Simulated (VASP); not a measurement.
Wanted: the native input for a VASP 6.6.1 run.

```
Task                   : relaxation of cell and atoms
Functional             : PBE
Dispersion             : D3(BJ)
Potentials or basis    : VASP PAW PBE potentials, release 64 (Pt, Se)
Cutoff                 : 600 eV
k mesh                 : 8 × 8 × 6
Occupations            : fermi-dirac, width 0.1 eV
Spin                   : no spin polarisation
Dipole correction      : no
Further INCAR settings : ALGO = Normal; EDIFF = 1e-06; IBRION = 2; EDIFFG = -0.01; NSW = 80; ISIF = 3
```

The structure of PtSe2 lies in POSCAR:

```
PtSe2
1.0
    3.7240000000      0.0000000000      0.0000000000
   -1.8620000000      3.2250786000      0.0000000000
    0.0000000000      0.0000000000      5.0620000000
Pt Se
1 2
Direct
    0.0000000000      0.0000000000      0.0000000000
    0.3333333333      0.6666666667      0.2500000000
    0.6666666667      0.3333333333      0.7500000000
```

The input as run:

INCAR

```
SYSTEM = PtSe2
  PREC = Accurate
  ENCUT = 600
  EDIFF = 1E-6
  ISMEAR = -1
  SIGMA = 0.1
  LREAL = .False.
  LASPH = .True.
  NELM = 60
  ALGO = Normal
  ISIF = 3
  LWAVE = .False.
  LCHARG = .False.
  GGA = PE
  IVDW = 12
  IBRION = 2
  NSW = 80
  EDIFFG = -0.01
```

KPOINTS

```
regular mesh
0
Gamma
  8 8 6
  0 0 0
```

Potentials or basis: VASP PAW PBE potentials, release 64 (Pt, Se).

Launch:

```sh
$ cat potpaw_PBE.64/Pt/POTCAR potpaw_PBE.64/Se/POTCAR > POTCAR
$ mpirun -np 1 vasp_std > vasp.out
```

It gave:

The relaxed volume is 19.75 Å³/atom and the relaxed cell is a = 3.773 Å, b = 3.773 Å, c = 4.805 Å, α = 90.00°, β = 90.00°, γ = 120.00°. The space group after relaxing (to 0.1 Å) is P-3m1 (No. 164) and the energy gained by relaxing is 17.7 meV/atom. The ionic steps are 19. The pressure after relaxing is 0.0 GPa. The band gap on the k mesh is zero (bands 11 and 12 overlap by 0.82 eV) and the dispersion energy per atom is -0.491 eV.

Caveat: spin-orbit coupling is left out, which moves the levels of the heavy elements.

It took 3.4 min on 1 thread of Intel(R) Xeon(R) 6975P-C (Granite Rapids), with other jobs on the host, peak memory 0.26 GiB.
